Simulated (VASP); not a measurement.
# AgB2 (Fm-3m) in VASP: notebook, part 2 of 3

VASP 6.6.1. The steps go on from the part before.

## 3. Single point, PBEsol

This run uses another cell than the first one, of 11.09 Å³/atom.

INCAR

```
SYSTEM = AgB2
PREC = Accurate
ENCUT = 520
EDIFF = 1E-7
ISMEAR = 1
SIGMA = 0.05
LREAL = .False.
LASPH = .True.
NELM = 100
ALGO = Normal
ISIF = 2
LWAVE = .False.
LCHARG = .False.
GGA = PS
NBANDS = 16
```

KPOINTS

```
regular mesh
0
Gamma
  7 7 7
  0 0 0
```

POSCAR

```
AgB2
1.0
    0.0000000000      2.5529819270      2.5529819270
    2.5529819270      0.0000000000      2.5529819270
    2.5529819270      2.5529819270      0.0000000000
Ag B
1 2
Direct
    0.0000000000      0.0000000000      0.0000000000
    0.2500000000      0.2500000000      0.2500000000
    0.7500000000      0.7500000000      0.7500000000
```

Potentials or basis: VASP PAW PBE potentials, release 64 (Ag, B).

The run is started by

```sh
$ cat potpaw_PBE.64/Ag/POTCAR potpaw_PBE.64/B/POTCAR > POTCAR
$ mpirun -np 1 vasp_std > vasp.out
```

OUTCAR:

```text
SYSTEM = AgB2
   PREC = Accurate
   ENCUT = 520
   EDIFF = 1E-7
   ISMEAR = 1
   LREAL = .False.
   LASPH = .True.
   NELM = 100
   ISIF = 2
   GGA = PS

 ion  position               nearest neighbor table
   1  0.000  0.000  0.000-   2 2.21   3 2.21   3 2.21   3 2.21   3 2.21   2 2.21   2 2.21   2 2.21

   2  0.250  0.250  0.250-   1 2.21   1 2.21   1 2.21   1 2.21
   3  0.750  0.750  0.750-   1 2.21   1 2.21   1 2.21   1 2.21

  LATTYP: Found a face centered cubic cell.
 ALAT       =     5.1059638540

  Lattice vectors:

 A1 = (   0.0000000000,   2.5529819270,   2.5529819270)
 A2 = (   2.5529819270,   0.0000000000,   2.5529819270)
 A3 = (   2.5529819270,   2.5529819270,   0.0000000000)

Analysis of symmetry for initial positions (statically):
=====================================================================
 Subroutine PRICEL returns:
 Original cell was already a primitive cell.

 Routine SETGRP: Setting up the symmetry group for a
 face centered cubic supercell.

 Subroutine GETGRP returns: Found 48 space group operations
 (whereof 48 operations were pure point group operations)
[... 162 lines left out ...]

 val. band max:        7.4238138029   @ k =   0.4286   0.2857   0.1429
 cond. band min:       7.7187028740   @ k =   0.1429   0.0000   0.0000
 fundamental gap:      0.2948890711
 Fermi energy:         7.4264420462

 k-point     1 :       0.0000    0.0000    0.0000
  band No.  band energies     occupation
      1      -4.7600      2.00000
      2      -0.4868      2.00000
      3      -0.4868      2.00000
      4      -0.4868      2.00000
      5       1.3212      2.00000
      6       1.3212      2.00000
[... 357 lines left out ...]
      3      -0.0562      2.00000
      4       0.9219      2.00000
      5       0.9721      2.00000
      6       2.2659      2.00000
[... 8 lines left out ...]
     15      18.5541      0.00000
     16      24.8973      0.00000

------------------------ aborting loop because EDIFF is reached ----------------------------------------

  FORCE on cell =-STRESS in cart. coord.  units (eV):
  Direction    XX          YY          ZZ          XY          YZ          ZX
  --------------------------------------------------------------------------------------
  -------------------------------------------------------------------------------------
  Total       -0.0578423     -0.0578423     -0.0578423      0.0000000     -0.0000000     -0.0000000
  in kB       -2.7847273     -2.7847273     -2.7847273      0.0000000     -0.0000000     -0.0000000
  external PRESSURE =      -2.7847273 kB  Pullay stress =       0.0000000 kB

 VOLUME and BASIS-vectors are now :
 -----------------------------------------------------------------------------
  energy-cutoff  :      520.00
  volume of cell :       33.28
      direct lattice vectors                 reciprocal lattice vectors
     0.000000000  2.552981927  2.552981927    -0.195849408  0.195849408  0.195849408
     2.552981927  0.000000000  2.552981927     0.195849408 -0.195849408  0.195849408
     2.552981927  2.552981927  0.000000000     0.195849408  0.195849408 -0.195849408

 POSITION                                       TOTAL-FORCE (eV/Angst)
 -----------------------------------------------------------------------------------
      0.00000      0.00000      0.00000        -0.000000      0.000000     -0.000000
      1.27649      1.27649      1.27649         0.000000      0.000000      0.000000
      3.82947      3.82947      3.82947        -0.000000     -0.000000     -0.000000
 -----------------------------------------------------------------------------------
    total drift:                               -0.000000     -0.000000      0.000000

  FREE ENERGIE OF THE ION-ELECTRON SYSTEM (eV)
  ---------------------------------------------------
  free  energy   TOTEN  =       -12.8906411732 eV

  energy  without entropy=      -12.8898918223  energy(sigma->0) =      -12.89039139
```

OSZICAR:

```text
N       E                     dE             d eps       ncg     rms          rms(c)
DAV:   1     0.668777526178E+02    0.66878E+02   -0.76756E+03   656   0.952E+02
DAV:   2    -0.139021443657E+02   -0.80780E+02   -0.74999E+02   808   0.211E+02
DAV:   3    -0.155318521936E+02   -0.16297E+01   -0.16257E+01   728   0.304E+01
DAV:   4    -0.155368124471E+02   -0.49603E-02   -0.49601E-02   824   0.178E+00
DAV:   5    -0.155368536833E+02   -0.41236E-04   -0.41237E-04   720   0.158E-01    0.155E+01
DAV:   6    -0.132987416584E+02    0.22381E+01   -0.10706E+01   664   0.467E+01    0.109E+01
DAV:   7    -0.129315745368E+02    0.36717E+00   -0.12736E+00   656   0.147E+01    0.409E+00
DAV:   8    -0.128999765467E+02    0.31598E-01   -0.77720E-02   728   0.296E+00    0.121E+00
DAV:   9    -0.128906545585E+02    0.93220E-02   -0.13940E-02   720   0.167E+00    0.133E-01
DAV:  10    -0.128906339148E+02    0.20644E-04   -0.87331E-04   784   0.258E-01    0.449E-02
DAV:  11    -0.128906429118E+02   -0.89970E-05   -0.55596E-05   720   0.701E-02    0.184E-02
DAV:  12    -0.128906417363E+02    0.11755E-05   -0.16151E-06   776   0.130E-02    0.491E-03
DAV:  13    -0.128906411328E+02    0.60352E-06   -0.11746E-06   672   0.142E-02    0.122E-03
DAV:  14    -0.128906411732E+02   -0.40431E-07   -0.86806E-08   472   0.245E-03
   1 F= -.12890641E+02 E0= -.12890391E+02  d E =-.749351E-03
```

stdout:

```text
POSCAR found type information on POSCAR AgB
 POSCAR found :  2 types and       3 ions
 scaLAPACK will be used
 -----------------------------------------------------------------------------
|                                                                             |
|                                                                             |
|     You enforced a specific xc type in the INCAR file but a different       |
|     I HOPE YOU KNOW WHAT YOU ARE DOING!                                     |
|                                                                             |
 -----------------------------------------------------------------------------

 LDA part: xc-table for (Slater+PW92), standard interpolation
 POSCAR, INCAR and KPOINTS ok, starting setup
 FFT: planning ... GRIDC
 FFT: planning ... GRID_SOFT
 FFT: planning ... GRID
 WAVECAR not read
 entering main loop
```

Run time: 29 s. Hardware: 1 thread of Intel Xeon 8259CL, shared host; peak memory 0.16 GiB.

What came out:

* Free energy: -12.8906 eV
* Pressure: -0.3 GPa
* Band gap on the k mesh: zero (an odd number of electrons rules out a gap without spin polarisation)

Levels at points of the mesh, in eV from the Fermi level:
```tsv
k point	band 7	band 8	band 9	band 10	band 11	band 12
(0.00, 0.00, 0.00)	0.45	3.45	3.45	3.45	4.22	4.22
```

Caveat: the PAW data sets were made with another functional, which shifts forces and pressure a little.

## 4. Single point, PBEsol

This run uses another cell than the first one, of 10.87 Å³/atom.

INCAR

```
  ALGO = Normal
  EDIFF = 1E-7
  ENCUT = 520
  GGA = PS
  ISIF = 2
  ISMEAR = 1
  LASPH = True
  LCHARG = False
  LREAL = False
  LWAVE = False
  NBANDS = 16
  NELM = 60
  PREC = Accurate
  SIGMA = 0.05
```

KPOINTS

```
k-points
0
Gamma
  7 7 7
```

POSCAR

```
AgB2
1.0
    0.0000000000      2.5358473038      2.5358473038
    2.5358473038      0.0000000000      2.5358473038
    2.5358473038      2.5358473038      0.0000000000
Ag B
1 2
Direct
    0.0000000000      0.0000000000      0.0000000000
    0.2500000000      0.2500000000      0.2500000000
    0.7500000000      0.7500000000      0.7500000000
```

Potentials or basis: VASP PAW PBE potentials, release 64 (Ag, B).

The run is started by

```sh
$ cat potpaw_PBE.64/Ag/POTCAR potpaw_PBE.64/B/POTCAR > POTCAR
$ mpirun -np 1 vasp_std > vasp.out
```

OUTCAR:

```text
EDIFF = 1E-7
   ENCUT = 520
   GGA = PS
   ISIF = 2
   ISMEAR = 1
   LASPH = True
   LREAL = False
   NELM = 60
   PREC = Accurate

 ion  position               nearest neighbor table
   1  0.000  0.000  0.000-   3 2.20   3 2.20   3 2.20   2 2.20   3 2.20   2 2.20   2 2.20   2 2.20

   2  0.250  0.250  0.250-   1 2.20   1 2.20   1 2.20   1 2.20
   3  0.750  0.750  0.750-   1 2.20   1 2.20   1 2.20   1 2.20

  LATTYP: Found a face centered cubic cell.
 ALAT       =     5.0716946076

  Lattice vectors:

 A1 = (   0.0000000000,   2.5358473038,   2.5358473038)
 A2 = (   2.5358473038,   0.0000000000,   2.5358473038)
 A3 = (   2.5358473038,   2.5358473038,   0.0000000000)

Analysis of symmetry for initial positions (statically):
=====================================================================
 Subroutine PRICEL returns:
 Original cell was already a primitive cell.

 Routine SETGRP: Setting up the symmetry group for a
 face centered cubic supercell.

[... 160 lines left out ...]

  energy without entropy =      -12.88300734  energy(sigma->0) =      -12.88352435

 E-fermi :   7.6883     XC(G=0): -12.0669

 val. band max:        7.6855674298   @ k =   0.4286   0.2857   0.1429
 cond. band min:       8.0218087488   @ k =   0.2857   0.1429   0.0000
 fundamental gap:      0.3362413190
 Fermi energy:         7.6883319735

 k-point     1 :       0.0000    0.0000    0.0000
  band No.  band energies     occupation
      1      -4.6764      2.00000
      2      -0.3775      2.00000
      3      -0.3775      2.00000
      4      -0.3775      2.00000
      5       1.4853      2.00000
      6       1.4853      2.00000
[... 357 lines left out ...]
      3       0.0521      2.00000
      4       1.0787      2.00000
      5       1.1188      2.00000
      6       2.4470      2.00000
[... 8 lines left out ...]
     15      18.9545      0.00000
     16      25.3495      0.00000

------------------------ aborting loop because EDIFF is reached ----------------------------------------

  FORCE on cell =-STRESS in cart. coord.  units (eV):
  Direction    XX          YY          ZZ          XY          YZ          ZX
  --------------------------------------------------------------------------------------
  -------------------------------------------------------------------------------------
  Total        0.7096617      0.7096617      0.7096617     -0.0000000      0.0000000     -0.0000000
  in kB       34.8628309     34.8628309     34.8628309     -0.0000000      0.0000000     -0.0000000
  external PRESSURE =      34.8628309 kB  Pullay stress =       0.0000000 kB

 VOLUME and BASIS-vectors are now :
 -----------------------------------------------------------------------------
  energy-cutoff  :      520.00
  volume of cell :       32.61
      direct lattice vectors                 reciprocal lattice vectors
     0.000000000  2.535847304  2.535847304    -0.197172755  0.197172755  0.197172755
     2.535847304  0.000000000  2.535847304     0.197172755 -0.197172755  0.197172755
     2.535847304  2.535847304  0.000000000     0.197172755  0.197172755 -0.197172755

 POSITION                                       TOTAL-FORCE (eV/Angst)
 -----------------------------------------------------------------------------------
      0.00000      0.00000      0.00000         0.000000     -0.000000      0.000000
      1.26792      1.26792      1.26792         0.000000      0.000000      0.000000
      3.80377      3.80377      3.80377        -0.000000     -0.000000     -0.000000
 -----------------------------------------------------------------------------------
    total drift:                               -0.000000     -0.000000      0.000000

  FREE ENERGIE OF THE ION-ELECTRON SYSTEM (eV)
  ---------------------------------------------------
  free  energy   TOTEN  =       -12.8837828498 eV

  energy  without entropy=      -12.8830073363  energy(sigma->0) =      -12.88352435
```

OSZICAR:

```text
N       E                     dE             d eps       ncg     rms          rms(c)
DAV:   1     0.627318355361E+02    0.62732E+02   -0.76446E+03   656   0.958E+02
DAV:   2    -0.140861648246E+02   -0.76818E+02   -0.71751E+02   816   0.207E+02
DAV:   3    -0.155966577880E+02   -0.15105E+01   -0.15073E+01   752   0.295E+01
DAV:   4    -0.156007310011E+02   -0.40732E-02   -0.40731E-02   784   0.163E+00
DAV:   5    -0.156007619464E+02   -0.30945E-04   -0.30946E-04   760   0.140E-01    0.160E+01
DAV:   6    -0.132838381120E+02    0.23169E+01   -0.10659E+01   680   0.470E+01    0.109E+01
DAV:   7    -0.129264907970E+02    0.35735E+00   -0.12631E+00   672   0.146E+01    0.424E+00
DAV:   8    -0.128932824561E+02    0.33208E-01   -0.75226E-02   720   0.292E+00    0.122E+00
DAV:   9    -0.128837819978E+02    0.95005E-02   -0.13843E-02   752   0.169E+00    0.131E-01
DAV:  10    -0.128837754727E+02    0.65252E-05   -0.86832E-04   784   0.256E-01    0.463E-02
DAV:  11    -0.128837844717E+02   -0.89991E-05   -0.50179E-05   736   0.681E-02    0.170E-02
DAV:  12    -0.128837833409E+02    0.11309E-05   -0.14699E-06   768   0.127E-02    0.451E-03
DAV:  13    -0.128837828108E+02    0.53006E-06   -0.96754E-07   688   0.127E-02    0.112E-03
DAV:  14    -0.128837828498E+02   -0.38970E-07   -0.71976E-08   456   0.222E-03
   1 F= -.12883783E+02 E0= -.12883524E+02  d E =-.775513E-03
```

stdout:

```text
POSCAR found type information on POSCAR AgB
 POSCAR found :  2 types and       3 ions
 scaLAPACK will be used
 -----------------------------------------------------------------------------
|                                                                             |
|                                                                             |
|     You enforced a specific xc type in the INCAR file but a different       |
|     I HOPE YOU KNOW WHAT YOU ARE DOING!                                     |
|                                                                             |
 -----------------------------------------------------------------------------

 LDA part: xc-table for (Slater+PW92), standard interpolation
 POSCAR, INCAR and KPOINTS ok, starting setup
 FFT: planning ... GRIDC
 FFT: planning ... GRID_SOFT
 FFT: planning ... GRID
 WAVECAR not read
 entering main loop
```

It took 32 s on 1 thread of Intel Xeon 8259CL, shared host; peak memory 0.16 GiB.

Results:

| Property | Result |
| --- | --- |
| Free energy | -12.8838 eV |
| Pressure | 3.5 GPa |
| Band gap on the k mesh | zero (an odd number of electrons rules out a gap without spin polarisation) |

Caveat: the cell stands under pressure; the PAW data sets were made with another functional, which shifts forces and pressure a little.

(Part 2 of 3 ends here.)
